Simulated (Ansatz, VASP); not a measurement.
**SnSe2 in VASP and in Ansatz**

```
Sn Se
1.0
     3.81892    0.00000    0.00000
    -1.90946    3.30728    0.00000
     0.00000    0.00000    6.14557
Sn Se
1 2
Direct
  0.00000 0.00000 0.00000
  0.34561 0.69121 0.26757
  0.67894 0.35788 0.75143
```

Change from the starting cell: all Se atoms moved -0.100 Å, as atom 2 towards its neighbour atom 1 (Sn) at 2.716 Å.

Alike in both runs: task single point; functional PBEsol; k mesh 12 × 12 × 6; occupations gaussian, width 0.05 eV; no spin polarisation.

```csv
,VASP,Ansatz
version,VASP 6.6.1,Ansatz 0.2.0
potentials or method,"VASP PAW PBE potentials, release 64 (Sn_d, Se), cutoff 520 eV","scalar-relativistic, plane waves, PAW"
valence electrons in the cell,26,46
```

```tsv
	VASP	Ansatz	Ansatz less VASP
gap on the k mesh at the Fermi level (eV)	0.46	0.46	+0.005
least direct gap on the mesh (eV)	0.90	0.91	+0.007
pressure (GPa)	0.3	0.2	-0.10
traceless stress, the component that is largest in VASP (GPa)	0.45	0.45	-0.001
rms of the force components (eV/Å)	0.406	0.402	-0.0034
```

VASP's potentials were made for PBE, not for PBEsol. Atom by atom the forces differ by 0.010 eV/Å (rms over components). With one functional, cell and mesh, what is left measures potentials, basis and numerics. VASP's potentials hold 26 valence electrons a cell and Ansatz's 46, so a difference there can come from the potentials and not from the codes.
